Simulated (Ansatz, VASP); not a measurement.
## Two plane-wave programs on Ba

Contents of INCAR:

```
SYSTEM = Ba
PREC = Accurate
ENCUT = 520
EDIFF = 1E-7
ISMEAR = 0
SIGMA = 0.15
LREAL = .FALSE.
LASPH = .TRUE.
NELM = 60
ALGO = Fast
ISIF = 2
LWAVE = .FALSE.
LCHARG = .TRUE.
GGA = PE
LELF = .TRUE.
LVHAR = .TRUE.
NBANDS = 11
```

File KPOINTS:

```
Automatic mesh
0
G
  14 14 14
  0 0 0
```

The input POSCAR:

```
Ba
1.0
    1.7105119420      4.2762798551      4.2762798551
    4.2762798551      1.7105119420      4.2762798551
    4.2762798551      4.2762798551      1.7105119420
Ba
1
Direct
    0.0000000000      0.0000000000      0.0000000000
```

Input for Ansatz:

```yaml
crystal:
  lattice:
    - [1.710511942, 4.2762798551, 4.2762798551]
    - [4.2762798551, 1.710511942, 4.2762798551]
    - [4.2762798551, 4.2762798551, 1.710511942]
  atoms:
    - { symbol: Ba, position: [0.0, 0.0, 0.0] }
basis:
  ecutwfc: 420
kpoints:
  mp_grid: { grid: [14, 14, 14] }
hamiltonian:
  xc: pbe
scf:
  occupations: { method: gaussian, width: 0.15 }
output:
  forces: true
  stress: true
  eigenvalues: true
```

Alike in both runs: task single point; functional PBE; k mesh 14 × 14 × 14; occupations gaussian, width 0.15 eV; no spin polarisation.

|  | VASP | Ansatz |
| --- | --- | --- |
| version | VASP 6.6.1 | Ansatz 0.2.0 |
| potentials or method | VASP PAW PBE potentials, release 64 (Ba_sv), cutoff 520 eV | scalar-relativistic, plane waves, PAW |
| valence electrons in the cell | 10 | 10 |

|  | VASP | Ansatz | Ansatz less VASP |
| --- | --- | --- | --- |
| gap on the k mesh at the Fermi level (eV) | none | none | - |
| pressure (GPa) | 3.0 | 2.8 | -0.21 |
| traceless stress, the component that is largest in VASP (GPa) | -2.79 | -2.68 | +0.113 |

A gap of «none» marks a metal or a gap that the smearing closes.

Neither program's run includes spin-orbit coupling.
